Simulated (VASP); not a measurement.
# BN (e600) (P6_3mc) in VASP: further runs, part 2 of 2

VASP 6.6.1. Earlier steps stand in the parts before.

## Step 3: Relaxation of the atoms, PBEsol (strained cell)

INCAR reads:

```
  ALGO = Normal
  EDIFF = 1E-6
  EDIFFG = -0.002
  ENCUT = 520
  GGA = PS
  IBRION = 2
  ISIF = 2
  ISMEAR = 0
  LASPH = True
  LCHARG = False
  LREAL = False
  LWAVE = False
  NELM = 80
  NSW = 60
  PREC = Accurate
  SIGMA = 0.02
```

KPOINTS reads:

```
k-points
0
Gamma
  9 9 6
```

POSCAR reads:

```
BN
1.0
    2.5024521521      0.0000000000      0.0000000000
   -1.2512260760      2.1671871355      0.0000000000
    0.0000000000      0.0000000000      4.2101764159
B N
2 2
Direct
    0.3333333333      0.6666666667      0.0000751913
    0.6666666667      0.3333333333      0.5000751913
    0.3333333333      0.6666666667      0.3739248087
    0.6666666667      0.3333333333      0.8739248087
```

Potentials or basis: VASP PAW PBE potentials, release 64 (B, N).

Started as:

```
cat potpaw_PBE.64/B/POTCAR potpaw_PBE.64/N/POTCAR > POTCAR
mpirun -np 1 vasp_std > vasp.out
```

OUTCAR:

```text
EDIFF = 1E-6
   EDIFFG = -0.002
   ENCUT = 520
   GGA = PS
   IBRION = 2
   ISIF = 2
   ISMEAR = 0
   LASPH = True
   LREAL = False
   NELM = 80
   NSW = 60
   PREC = Accurate

 ion  position               nearest neighbor table
   1  0.333  0.667  0.000-   4 1.54   4 1.54   4 1.54   3 1.57
   2  0.667  0.333  0.500-   3 1.54   3 1.54   3 1.54   4 1.57
   3  0.333  0.667  0.374-   2 1.54   2 1.54   2 1.54   1 1.57
   4  0.667  0.333  0.874-   1 1.54   1 1.54   1 1.54   2 1.57

  LATTYP: Found a hexagonal cell.
 ALAT       =     2.5024521521
 C/A-ratio  =     1.6824203461

  Lattice vectors:

 A1 = (   2.5024521521,   0.0000000000,   0.0000000000)
 A2 = (  -1.2512260760,   2.1671871355,   0.0000000000)
 A3 = (   0.0000000000,   0.0000000000,   4.2101764159)

[... 269 lines left out ...]

 val. band max:        7.9920474195   @ k =   0.0000   0.0000   0.0000
 cond. band min:      12.7752069650   @ k =   0.3333   0.3333   0.0000
 fundamental gap:      4.7831595454
 Fermi energy:         8.1323732968

 k-point     1 :       0.0000    0.0000    0.0000
  band No.  band energies     occupation
      1     -12.8782      2.00000
      2      -8.6674      2.00000
      3      -3.4353      2.00000
      4       5.8997      2.00000
      5       5.8997      2.00000
      6       7.5785      2.00000
      7       7.9920      2.00000
      8       7.9920      2.00000
      9      16.1708      0.00000
     10      16.5722      0.00000
     11      16.5722      0.00000
     12      18.2190      0.00000
[... 331 lines left out ...]
 k-point    24 :       0.3333    0.3333    0.1667
  band No.  band energies     occupation
      1      -7.2104      2.00000
      2      -7.2104      2.00000
      3      -1.5221      2.00000
      4      -0.0773      2.00000
      5      -0.0773      2.00000
      6       1.7175      2.00000
      7       3.1203      2.00000
      8       3.1203      2.00000
      9      13.5244      0.00000
     10      19.8827      0.00000
     11      19.8827      0.00000
     12      21.6013      0.00000

 [... further k-points ...]
[... 5 lines left out ...]
  --------------------------------------------------------------------------------------
  -------------------------------------------------------------------------------------
  Total        2.6174689      2.6174689      0.1133477      0.0000000      0.0000000      0.0000000
  in kB      183.6663597    183.6663597      7.9535472      0.0000000      0.0000000      0.0000000
  external PRESSURE =     125.0954222 kB  Pullay stress =       0.0000000 kB
[... 19 lines left out ...]
  FREE ENERGIE OF THE ION-ELECTRON SYSTEM (eV)
  ---------------------------------------------------
  free  energy   TOTEN  =       -36.5836803666 eV

  energy  without entropy=      -36.5836803666  energy(sigma->0) =      -36.58368037

 reached required accuracy - stopping structural energy minimisation
```

Run time: 19 s. Hardware: 1 thread of Intel Xeon Platinum 8259CL at 2.50GHz (Skylake/Cascade Lake), shared host; peak memory 0.13 GiB.

Results:

- Free energy: -36.5837 eV
- Energy gained by relaxing: 0.0 meV/atom
- Ionic steps: 3
- Pressure after relaxing: 12.5 GPa
- Band gap on the k mesh: 4.78 eV, indirect (least direct gap 8.18 eV)

Final structure:
```cif
data_structure
_symmetry_space_group_name_H-M 'P 1'
_symmetry_Int_Tables_number 1
_cell_length_a 2.5025
_cell_length_b 2.5025
_cell_length_c 4.2102
_cell_angle_alpha 90.000
_cell_angle_beta 90.000
_cell_angle_gamma 120.000
_cell_volume 22.83
loop_
_atom_site_label
_atom_site_type_symbol
_atom_site_fract_x
_atom_site_fract_y
_atom_site_fract_z
_atom_site_occupancy
B1 B 0.33333 0.66667 0.00012 1
B2 B 0.66667 0.33333 0.50012 1
N1 N 0.33333 0.66667 0.37388 1
N2 N 0.66667 0.33333 0.87388 1
```

Levels at points of the mesh, in eV from the valence-band top:
| k point | band 4 | band 5 | band 6 | band 7 | band 8 | band 9 | band 10 | band 11 | band 12 |
| --- | --- | --- | --- | --- | --- | --- | --- | --- | --- |
| (0.00, 0.00, 0.00) | -2.09 | -2.09 | -0.41 | 0.00 | 0.00 | 8.18 | 8.58 | 8.58 | 10.23 |
| (0.00, 0.00, 0.50) | -6.11 | -1.16 | -1.16 | -1.16 | -1.16 | 9.94 | 9.94 | 10.14 | 10.14 |

Caveat: the cell differs from its parent crystal (strained cell); the PAW data sets were made with another functional, which shifts forces and pressure a little. A k mesh can miss the band edges.

## Step 4: Relaxation of the atoms, PBEsol (strained cell)

INCAR reads:

```
SYSTEM = BN
  ALGO = Normal
  EDIFF = 1E-6
  EDIFFG = -0.002
  ENCUT = 520
  GGA = PS
  IBRION = 2
  ISIF = 2
  ISMEAR = 0
  LASPH = .True.
  LCHARG = .False.
  LREAL = .False.
  LWAVE = .False.
  NELM = 80
  NSW = 60
  PREC = Accurate
  SIGMA = 0.02
```

KPOINTS reads:

```
k-points
0
Gamma
  9 9 6
  0 0 0
```

POSCAR reads:

```
BN
1.0
    2.5024521521      0.0000000000      0.0000000000
   -1.2512260760      2.1671871355      0.0000000000
    0.0000000000      0.0000000000      4.2404782112
B N
2 2
Direct
    0.3333333333      0.6666666667     -0.0002373568
    0.6666666667      0.3333333333      0.4997626432
    0.3333333333      0.6666666667      0.3742373568
    0.6666666667      0.3333333333      0.8742373568
```

Started as:

```
cat potpaw_PBE.64/B/POTCAR potpaw_PBE.64/N/POTCAR > POTCAR
mpirun -np 1 vasp_std > vasp.out
```

It took 23 s on 1 thread of Intel Xeon Platinum 8259CL at 2.50GHz (Skylake/Cascade Lake), shared host; peak memory 0.13 GiB.

It converged, with:

| Property | Result |
| --- | --- |
| Free energy | -36.5808 eV |
| Energy gained by relaxing | 0.1 meV/atom |
| Ionic steps | 3 |
| Pressure after relaxing | 9.6 GPa |
| Band gap on the k mesh | 4.77 eV, indirect (least direct gap 7.90 eV) |

Stress tensor (GPa, compression positive):
```
17.79  0.00  0.00
 0.00 17.79  0.00
 0.00  0.00 -6.91
```

Step by step:
```tsv
step	energy change (eV)	largest force (eV/Å)	pressure (GPa)
1	0.0000	0.0695	9.64
2	0.0001	0.0874	9.46
3	-0.0002	0.0017	9.56
```

Final structure:
```
CELL_PARAMETERS angstrom
2.50245 0.00000 0.00000
-1.25123 2.16719 0.00000
0.00000 0.00000 4.24048
ATOMIC_POSITIONS crystal
B 0.33333 0.66667 0.00011
B 0.66667 0.33333 0.50011
N 0.33333 0.66667 0.37389
N 0.66667 0.33333 0.87389
```

Levels at points of the mesh, in eV from the valence-band top:
```tsv
k point	band 4	band 5	band 6	band 7	band 8	band 9	band 10	band 11	band 12
(0.00, 0.00, 0.00)	-2.02	-2.02	-0.44	0.00	0.00	7.90	8.62	8.62	10.28
(0.00, 0.00, 0.50)	-6.15	-1.12	-1.12	-1.12	-1.12	9.96	9.96	10.14	10.14
```

Caveat: the cell differs from its parent crystal (strained cell); the PAW data sets were made with another functional, which shifts forces and pressure a little. A k mesh can miss the band edges.
